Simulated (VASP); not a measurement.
# BeS (F-43m) in VASP: further runs, part 2 of 2

VASP 6.6.1.

**3. Electric field gradients, PBE**

This run uses another cell than the first one, of 14.26 Å³/atom, 1.176 times its volume.

INCAR reads:

```
PREC = Accurate ; ENCUT = 520
EDIFF = 1E-8 ; ISMEAR = -1
SIGMA = 0.03 ; LREAL = False
LASPH = True ; NELM = 100
ALGO = Normal ; ISIF = 2
LWAVE = False ; LCHARG = False
GGA = PE ; LEFG = True
NBANDS = 11
```

KPOINTS reads:

```
regular mesh
0
Gamma
  10 10 10
```

POSCAR reads:

```
BeS
1.0
    0.0000000000      2.4250000000      2.4250000000
    2.4250000000      0.0000000000      2.4250000000
    2.4250000000      2.4250000000      0.0000000000
Be S
1 1
Direct
    0.0000000000      0.0000000000      0.0000000000
    0.2500000000      0.2500000000      0.2500000000
```

Potentials or basis: VASP PAW PBE potentials, release 64 (Be, S).

Command:

```console
$ cat potpaw_PBE.64/Be/POTCAR potpaw_PBE.64/S/POTCAR > POTCAR
$ mpirun -np 1 vasp_std > vasp.out
```

OUTCAR:

```text
PREC = Accurate
   ENCUT = 520
   EDIFF = 1E-8
   ISMEAR = -1
   LREAL = False
   LASPH = True
   NELM = 100
   ISIF = 2
   GGA = PE

 ion  position               nearest neighbor table
   1  0.000  0.000  0.000-   2 2.10   2 2.10   2 2.10   2 2.10
   2  0.250  0.250  0.250-   1 2.10   1 2.10   1 2.10   1 2.10

  LATTYP: Found a face centered cubic cell.
 ALAT       =     4.8500000000

  Lattice vectors:

 A1 = (   0.0000000000,   2.4250000000,   2.4250000000)
 A2 = (   2.4250000000,   0.0000000000,   2.4250000000)
 A3 = (   2.4250000000,   2.4250000000,   0.0000000000)

Analysis of symmetry for initial positions (statically):
=====================================================================
 Subroutine PRICEL returns:
 Original cell was already a primitive cell.

 Routine SETGRP: Setting up the symmetry group for a
 face centered cubic supercell.

 Subroutine GETGRP returns: Found 24 space group operations
 (whereof 24 operations were pure point group operations)
 out of a pool of 48 trial point group operations.

The static configuration has the point symmetry T_d .

Analysis of symmetry for dynamics (positions and initial velocities):
=====================================================================
 Subroutine PRICEL returns:
 Original cell was already a primitive cell.

 Routine SETGRP: Setting up the symmetry group for a
 face centered cubic supercell.

 Subroutine GETGRP returns: Found 24 space group operations
 (whereof 24 operations were pure point group operations)
 out of a pool of 48 trial point group operations.

The dynamic configuration has the point symmetry T_d .

 Subroutine INISYM returns: Found 24 space group operations
 (whereof 24 operations are pure point group operations),
 and found     1 'primitive' translations

----------------------------------------------------------------------------------------

                                     Primitive cell

  volume of cell :      28.5210

  direct lattice vectors                    reciprocal lattice vectors
     0.000000000  2.425000000  2.425000000    -0.206185567  0.206185567  0.206185567
     2.425000000  0.000000000  2.425000000     0.206185567 -0.206185567  0.206185567
     2.425000000  2.425000000  0.000000000     0.206185567  0.206185567 -0.206185567

  length of vectors
     3.429467889  3.429467889  3.429467889     0.357123878  0.357123878  0.357123878

  position of ions in fractional coordinates (direct lattice)
     0.000000000  0.000000000  0.000000000
     0.250000000  0.250000000  0.250000000

  ion indices of the primitive-cell ions
   primitive index   ion index
                 1           1
                 2           2

----------------------------------------------------------------------------------------

 KPOINTS: regular mesh

Automatic generation of k-mesh.
 Grid dimensions read from file:
 generate k-points for:   10   10   10

[... 72 lines left out ...]
   TEBEG  =    0.0;   TEEND  =   0.0 temperature during run
   PSTRESS=    0.0 pullay stress
   NELECT =       8.0000    total number of electrons
   NUPDOWN=      -1.0000    fix difference up-down
   EMIN   =  10.00;   EMAX   =-10.00  energy-range for DOS
   EFERMI =   0.00;   METHOD = LEGACY
   ISMEAR =    -1;   SIGMA  =   0.03  broadening in eV -4-tet -1-fermi 0-gaus
   EFERMI_NEDOS =   21; number of points for ismear=-14 and -15
   IALGO  =     38    algorithm
   IMIX   =      4    mixing-type and parameters
     AMIX     =   0.40;   BMIX     =  1.00
     AMIX_MAG =   1.60;   BMIX_MAG =  1.00
  volume/ion in A,a.u.               =      14.26        96.23
  Fermi-wavevector in a.u.,A,eV,Ry     =   1.071642  2.025110 15.625158  1.148417
  Thomas-Fermi vector in A             =   2.207388
   LORBIT       =      0    0 simple, 1 ext, 2 COOP (PROOUT), +10 PAW based schemes
   GGA     = PE    functional components
   LHFCALC =     F    Hartree Fock is set to
   AEXX    =    0.0000 exact exchange contribution
   IVDW    =     0    specifies the selected vdW correction
   LEPSILON=     F    determine dielectric tensor
   LRPA    =     F    only Hartree local field effects (RPA)
 non-spin polarized calculation
  energy-cutoff  :      520.00
  volume of cell :       28.52
 maximum number of plane-waves:       785
 NGX is ok and might be reduce to    28
   NGX = 13   NGY = 13   NGZ = 13

 number of electron       7.9999999 magnetization

 Free energy of the ion-electron system (eV)
  ---------------------------------------------------
  ext. energy  EPLUGINS =         0.00000000
  ---------------------------------------------------
  free energy    TOTEN  =       -10.01117118 eV

  energy without entropy =      -10.01117118  energy(sigma->0) =      -10.01117118

 E-fermi :   4.7455     XC(G=0):  -9.7308

 val. band max:        4.1748410117   @ k =   0.0000   0.0000   0.0000
 cond. band min:       7.2857581559   @ k =   0.5000   0.5000   0.0000
 fundamental gap:      3.1109171441
 Fermi energy:         4.7454859420

 k-point     1 :       0.0000    0.0000    0.0000
  band No.  band energies     occupation
      1      -9.5180      2.00000
      2       4.1748      2.00000
      3       4.1748      2.00000
      4       4.1748      2.00000
      5       9.8446      0.00000
      6       9.8446      0.00000
      7       9.8446      0.00000
      8      10.0609      0.00000
      9      16.9886      0.00000
     10      16.9886      0.00000
     11      19.0473      0.00000
[... 309 lines left out ...]
 k-point    24 :       0.4000    0.3000    0.0000
  band No.  band energies     occupation
      1      -7.9229      2.00000
      2       0.0128      2.00000
      3       1.7258      2.00000
      4       1.9859      2.00000
      5       8.2402      0.00000
      6      10.0305      0.00000
      7      14.3271      0.00000
      8      14.4481      0.00000
      9      17.9430      0.00000
     10      19.5385      0.00000
     11      21.0062      0.00000

 [... further k-points ...]
[... 5 lines left out ...]
  --------------------------------------------------------------------------------------
  -------------------------------------------------------------------------------------
  Total        0.2760320      0.2760320      0.2760320      0.0000000      0.0000000     -0.0000000
  in kB       15.5061803     15.5061803     15.5061803      0.0000000      0.0000000     -0.0000000
  external PRESSURE =      15.5061803 kB  Pullay stress =       0.0000000 kB

 VOLUME and BASIS-vectors are now :
 -----------------------------------------------------------------------------
  energy-cutoff  :      520.00
  volume of cell :       28.52
      direct lattice vectors                 reciprocal lattice vectors
     0.000000000  2.425000000  2.425000000    -0.206185567  0.206185567  0.206185567
     2.425000000  0.000000000  2.425000000     0.206185567 -0.206185567  0.206185567
     2.425000000  2.425000000  0.000000000     0.206185567  0.206185567 -0.206185567

 POSITION                                       TOTAL-FORCE (eV/Angst)
 -----------------------------------------------------------------------------------
      0.00000      0.00000      0.00000        -0.000000     -0.000000     -0.000000
      1.21250      1.21250      1.21250         0.000000      0.000000      0.000000
 -----------------------------------------------------------------------------------
    total drift:                               -0.000000     -0.000000      0.000000

  FREE ENERGIE OF THE ION-ELECTRON SYSTEM (eV)
  ---------------------------------------------------
  free  energy   TOTEN  =       -10.0111711767 eV

  energy  without entropy=      -10.0111711767  energy(sigma->0) =      -10.01117118

 Electric field gradients (V/A^2)
---------------------------------------------------------------------
 ion       V_xx      V_yy      V_zz      V_xy      V_xz      V_yz
---------------------------------------------------------------------
   1      -0.000    -0.000    -0.000    -0.000    -0.000    -0.000
   2       0.000     0.000     0.000     0.000     0.000     0.000
---------------------------------------------------------------------

 Electric field gradients after diagonalization (V/A^2)
 (convention: |V_zz| > |V_xx| > |V_yy|)
----------------------------------------------------------------------
 ion       V_xx      V_yy      V_zz     asymmetry (V_yy - V_xx)/ V_zz
----------------------------------------------------------------------
   1       0.000     0.000    -0.000       0.000
   2      -0.000    -0.000     0.001       0.000
----------------------------------------------------------------------

           NMR quadrupolar parameters

 Cq : quadrupolar parameter    Cq=e*Q*V_zz/h
 eta: asymmetry parameters     (V_yy - V_xx)/ V_zz
 Q  : nuclear electric quadrupole moment in mb (millibarn)
----------------------------------------------------------------------
 ion       Cq(MHz)       eta       Q (mb)
----------------------------------------------------------------------
   1      -0.000       0.000       1.000
   2       0.000       0.000       1.000
----------------------------------------------------------------------
```

Run time: 8.2 s. Hardware: 1 thread of Intel Xeon 6975P-C (Granite Rapids), shared host; peak memory 0.15 GiB.

What came out:

| Property | Result |
| --- | --- |
| Free energy | -10.0112 eV |
| Pressure | 1.6 GPa |
| Band gap on the k mesh | 3.11 eV, indirect (least direct gap 5.67 eV) |

Levels at points of the mesh, in eV from the valence-band top:
| k point | band 1 | band 2 | band 3 | band 4 | band 5 | band 6 | band 7 | band 8 |
| --- | --- | --- | --- | --- | --- | --- | --- | --- |
| (0.00, 0.00, 0.00) | -13.69 | 0.00 | 0.00 | 0.00 | 5.67 | 5.67 | 5.67 | 5.89 |
| (0.50, 0.00, 0.00) | -12.08 | -5.79 | -1.03 | -1.03 | 5.48 | 6.56 | 6.56 | 11.21 |
| (0.50, 0.50, 0.00) | -11.54 | -5.02 | -2.64 | -2.64 | 3.11 | 4.92 | 12.78 | 12.78 |

Caveat: without QUAD_EFG the Cq values of the log hold for a quadrupole moment of 1 mb, not for the nuclei. A k mesh can miss the band edges.

**4. Electric field gradients, PBE**

This run uses another cell than the first one, of 14.26 Å³/atom, 1.176 times its volume.

INCAR reads:

```
SYSTEM = BeS
PREC = Accurate
ENCUT = 520
EDIFF = 1E-8
ISMEAR = -1
SIGMA = 0.03
LREAL = .False.
LASPH = .True.
NELM = 60
ALGO = Normal
ISIF = 2
LWAVE = .False.
LCHARG = .False.
GGA = PE
LEFG = .True.
NBANDS = 11
```

KPOINTS reads:

```
Automatic mesh
0
Gamma
  10 10 10
  0 0 0
```

POSCAR is that of step 3.

Potentials or basis: VASP PAW PBE potentials, release 64 (Be, S).

Command:

```console
$ cat potpaw_PBE.64/Be/POTCAR potpaw_PBE.64/S/POTCAR > POTCAR
$ mpirun -np 1 vasp_std > vasp.out
```

OUTCAR:

```text
SYSTEM = BeS
   PREC = Accurate
   ENCUT = 520
   EDIFF = 1E-8
   ISMEAR = -1
   LREAL = .False.
   LASPH = .True.
   NELM = 60
   ISIF = 2
   GGA = PE

 ion  position               nearest neighbor table
   1  0.000  0.000  0.000-   2 2.10   2 2.10   2 2.10   2 2.10
   2  0.250  0.250  0.250-   1 2.10   1 2.10   1 2.10   1 2.10

  LATTYP: Found a face centered cubic cell.
 ALAT       =     4.8500000000

  Lattice vectors:

 A1 = (   0.0000000000,   2.4250000000,   2.4250000000)
 A2 = (   2.4250000000,   0.0000000000,   2.4250000000)
 A3 = (   2.4250000000,   2.4250000000,   0.0000000000)

Analysis of symmetry for initial positions (statically):
=====================================================================
 Subroutine PRICEL returns:
 Original cell was already a primitive cell.

 Routine SETGRP: Setting up the symmetry group for a
 face centered cubic supercell.

 Subroutine GETGRP returns: Found 24 space group operations
[... 523 lines left out ...]
  volume of cell :       28.52
      direct lattice vectors                 reciprocal lattice vectors
     0.000000000  2.425000000  2.425000000    -0.206185567  0.206185567  0.206185567
     2.425000000  0.000000000  2.425000000     0.206185567 -0.206185567  0.206185567
     2.425000000  2.425000000  0.000000000     0.206185567  0.206185567 -0.206185567

 POSITION                                       TOTAL-FORCE (eV/Angst)
 -----------------------------------------------------------------------------------
      0.00000      0.00000      0.00000        -0.000000     -0.000000     -0.000000
      1.21250      1.21250      1.21250         0.000000      0.000000      0.000000
 -----------------------------------------------------------------------------------
    total drift:                               -0.000000     -0.000000      0.000000

  FREE ENERGIE OF THE ION-ELECTRON SYSTEM (eV)
  ---------------------------------------------------
  free  energy   TOTEN  =       -10.0111711767 eV

  energy  without entropy=      -10.0111711767  energy(sigma->0) =      -10.01117118

 Electric field gradients (V/A^2)
---------------------------------------------------------------------
 ion       V_xx      V_yy      V_zz      V_xy      V_xz      V_yz
---------------------------------------------------------------------
   1      -0.000    -0.000    -0.000    -0.000    -0.000    -0.000
   2       0.000     0.000     0.000     0.000     0.000     0.000
---------------------------------------------------------------------

 Electric field gradients after diagonalization (V/A^2)
 (convention: |V_zz| > |V_xx| > |V_yy|)
----------------------------------------------------------------------
 ion       V_xx      V_yy      V_zz     asymmetry (V_yy - V_xx)/ V_zz
----------------------------------------------------------------------
   1       0.000     0.000    -0.000       0.000
   2      -0.000    -0.000     0.001       0.000
----------------------------------------------------------------------

           NMR quadrupolar parameters

 Cq : quadrupolar parameter    Cq=e*Q*V_zz/h
 eta: asymmetry parameters     (V_yy - V_xx)/ V_zz
 Q  : nuclear electric quadrupole moment in mb (millibarn)
----------------------------------------------------------------------
 ion       Cq(MHz)       eta       Q (mb)
----------------------------------------------------------------------
   1      -0.000       0.000       1.000
   2       0.000       0.000       1.000
----------------------------------------------------------------------
```

OSZICAR:

```text
N       E                     dE             d eps       ncg     rms          rms(c)
DAV:   1     0.219581201347E+02    0.21958E+02   -0.38028E+03  1034   0.621E+02
DAV:   2    -0.884940147173E+01   -0.30808E+02   -0.29286E+02  1329   0.119E+02
DAV:   3    -0.101768177794E+02   -0.13274E+01   -0.13241E+01  1332   0.243E+01
DAV:   4    -0.101860289454E+02   -0.92112E-02   -0.92090E-02  1244   0.230E+00
DAV:   5    -0.101861006965E+02   -0.71751E-04   -0.71750E-04  1350   0.205E-01    0.567E+00
DAV:   6    -0.100507572227E+02    0.13534E+00   -0.11651E-01  1198   0.164E+00    0.386E+00
DAV:   7    -0.100098338809E+02    0.40923E-01   -0.11858E-01  1273   0.181E+00    0.993E-01
DAV:   8    -0.100110336774E+02   -0.11998E-02   -0.65567E-03  1325   0.417E-01    0.146E-01
DAV:   9    -0.100111259143E+02   -0.92237E-04   -0.50215E-04  1278   0.142E-01    0.291E-02
DAV:  10    -0.100111652314E+02   -0.39317E-04   -0.70345E-05  1243   0.467E-02    0.988E-03
DAV:  11    -0.100111708276E+02   -0.55962E-05   -0.16712E-05  1289   0.215E-02    0.855E-03
DAV:  12    -0.100111710873E+02   -0.25964E-06   -0.39921E-07  1302   0.448E-03    0.271E-03
DAV:  13    -0.100111712384E+02   -0.15118E-06   -0.12194E-07  1229   0.185E-03    0.320E-03
DAV:  14    -0.100111711841E+02    0.54374E-07   -0.10493E-08   944   0.516E-04    0.711E-04
DAV:  15    -0.100111711767E+02    0.73563E-08   -0.14082E-09   650   0.227E-04
   1 F= -.10011171E+02 E0= -.10011171E+02  d E =-.222680E-10
```

stdout:

```text
POSCAR found type information on POSCAR BeS
 POSCAR found :  2 types and       2 ions
 scaLAPACK will be used
 LDA part: xc-table for (Slater+PW92), standard interpolation
 POSCAR, INCAR and KPOINTS ok, starting setup
 FFT: planning ... GRIDC
 FFT: planning ... GRID_SOFT
 FFT: planning ... GRID
 WAVECAR not read
 entering main loop
ion   1

ion   2
```

It took 8.3 s on 1 thread of Intel Xeon 6975P-C (Granite Rapids), shared host; peak memory 0.15 GiB.

Results:

```yaml
Free_energy: -10.0112 eV
Pressure: 1.6 GPa
Band_gap_on_the_k_mesh: 3.11 eV, indirect (least direct gap 5.67 eV)
```

Levels at points of the mesh, in eV from the valence-band top:
```csv
k point,band 2,band 3,band 4,band 5,band 6,band 7
"(0.00, 0.00, 0.00)",0.00,0.00,0.00,5.67,5.67,5.67
"(0.50, 0.00, 0.00)",-5.79,-1.03,-1.03,5.48,6.56,6.56
"(0.50, 0.50, 0.00)",-5.02,-2.64,-2.64,3.11,4.92,12.78
```

Caveat: without QUAD_EFG the Cq values of the log hold for a quadrupole moment of 1 mb, not for the nuclei.
